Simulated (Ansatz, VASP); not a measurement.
# SiC3: VASP beside Ansatz

File INCAR:

```
PREC = Accurate
ENCUT = 600
EDIFF = 1E-6
ISMEAR = 0
SIGMA = 0.1
LREAL = F
LASPH = T
NELM = 80
ALGO = Normal
ISIF = 3
LWAVE = F
LCHARG = F
GGA = PE
IBRION = 2
NSW = 90
EDIFFG = -0.04
```

KPOINTS

```
regular mesh
0
Gamma
  6 6 2
```

POSCAR

```
SiC3
1.0
    2.6720936500      0.0000000000      0.0000000000
   -1.3360468300      2.3141009800      0.0000000000
    0.0000000000      0.0000000000      8.6744468400
Si C
1 3
Direct
    0.3333333300      0.6666666700      0.5000000000
    0.3333333300      0.6666666700      0.0000000000
    0.6666666700      0.3333333300      0.2500000000
    0.6666666700      0.3333333300      0.7500000000
```

Input for Ansatz:

```yaml
crystal:
  lattice:
    - [2.67209365, 0.0, 0.0]
    - [-1.33604683, 2.31410098, 0.0]
    - [0.0, 0.0, 8.67444684]
  atoms:
    - { symbol: Si, position: [0.33333333, 0.66666667, 0.5] }
    - { symbol: C, position: [0.33333333, 0.66666667, 0.0] }
    - { symbol: C, position: [0.66666667, 0.33333333, 0.25] }
    - { symbol: C, position: [0.66666667, 0.33333333, 0.75] }
basis:
  ecutwfc: 420
kpoints:
  mp_grid: { grid: [6, 6, 2] }
hamiltonian:
  xc: pbe
scf:
  occupations: { method: gaussian, width: 0.1 }
  lower_state_search: "off"
output:
  forces: true
  stress: true
  eigenvalues: true
relax:
  adjacent_minimum: "off"
  f_tol: 0.04
  max_steps: 70
  cell: { stress_tol: 0.4 }
```

Alike in both runs: task relaxation of cell and atoms; functional PBE; k mesh 6 × 6 × 2; occupations gaussian, width 0.1 eV; no spin polarisation.

```csv
,VASP,Ansatz
version,VASP 6.6.1,Ansatz 0.2.0
potentials or method,"VASP PAW PBE potentials, release 64 (Si, C), cutoff 600 eV","scalar-relativistic, plane waves, PAW"
valence electrons in the cell,16,16
```

```tsv
	VASP	Ansatz	Ansatz less VASP
gap on the k mesh at the Fermi level, each at its own relaxed structure (eV)	none	none	-
relaxed volume (Å³/atom)	7.58	9.00	+1.422
relaxed cell length with the largest relative difference (Å)	4.699	6.564	+1.8646
```

A gap of «none» marks a metal or a gap that the smearing closes. One of these differences is far larger than is usual between the two programs; its cause wasn't traced.

The k mesh is coarse, so the values compare programs but aren't converged. Noted on VASP's run: the volume moved by over 15 % at a fixed basis, so the end points are rough.
